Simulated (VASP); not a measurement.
Here is a VASP 6.6.1 calculation.

INCAR

```
  ALGO = Normal
  EDIFF = 1E-7
  ENCUT = 520
  GGA = PE
  ISIF = 2
  ISMEAR = 0
  ISPIN = 2
  LASPH = T
  LCHARG = F
  LMAXMIX = 4
  LORBIT = 11
  LREAL = F
  LWAVE = F
  MAGMOM = 1.71 0 0
  NBANDS = 25
  NELM = 150
  PREC = Accurate
  SIGMA = 0.1
```

Contents of KPOINTS:

```
k-points
0
Gamma
  16 16 16
```

The input POSCAR:

```
RuF2
1.0
    0.0000000000      2.7434445344      2.7434445344
    2.7434445344      0.0000000000      2.7434445344
    2.7434445344      2.7434445344      0.0000000000
Ru F
1 2
Direct
    0.0000000000      0.0000000000      0.0000000000
    0.7500000000      0.7500000000      0.7500000000
    0.2500000000      0.2500000000      0.2500000000
```

Potentials or basis: VASP PAW PBE potentials, release 64 (Ru_pv, F).

The run is started by

```console
$ cat potpaw_PBE.64/Ru_pv/POTCAR potpaw_PBE.64/F/POTCAR > POTCAR
$ mpirun -np 1 vasp_std > vasp.out
```

**Question.** Estimate the pressure.

**Answer.** -0.2 GPa.

**Question.** Predict the band gap on the k mesh.

**Answer.** Zero (filled and empty bands overlap).
